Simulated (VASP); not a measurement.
A run of VASP 6.6.1 is set up as follows.

The input INCAR:

```
PREC = Accurate ; ENCUT = 520
EDIFF = 1E-6 ; ISMEAR = 0
SIGMA = 0.1 ; LREAL = F
LASPH = T ; NELM = 150
ALGO = Normal ; ISIF = 2
LWAVE = F ; LCHARG = T
ISPIN = 2 ; MAGMOM = 0 1 1 1
LORBIT = 11 ; LELF = T
LVHAR = T ; NBANDS = 27
```

The input KPOINTS:

```
Automatic mesh
0
Gamma
  9 9 4
```

The input POSCAR:

```
ZnO3
1.0
    3.0329985910      0.0000000000      0.0000000000
   -1.5164992955      2.6266538294      0.0000000000
    0.0000000000      0.0000000000      7.4033160000
Zn O
1 3
Direct
    0.0000000000      0.0000000000      0.0000000000
    0.3333333300      0.6666666700      0.1726190000
    0.6666666700      0.3333333300      0.8273810000
    0.0000000000      0.0000000000      0.5000000000
```

Potentials or basis: VASP PAW LDA potentials, release 64 (Zn, O).

Run with:

```console
$ cat potpaw_LDA.64/Zn/POTCAR potpaw_LDA.64/O/POTCAR > POTCAR
$ mpirun -np 1 vasp_std > vasp.out
```

Question: Predict the largest force.

Answer: 2.135 eV/Å.

Question: What does it give for the pressure?

Answer: -17.2 GPa.

Forces on the atoms (eV/Å):
```
Zn   0.000  0.000  0.000
O    0.000  0.000 -2.135
O    0.000  0.000  2.135
O    0.000  0.000  0.000
```
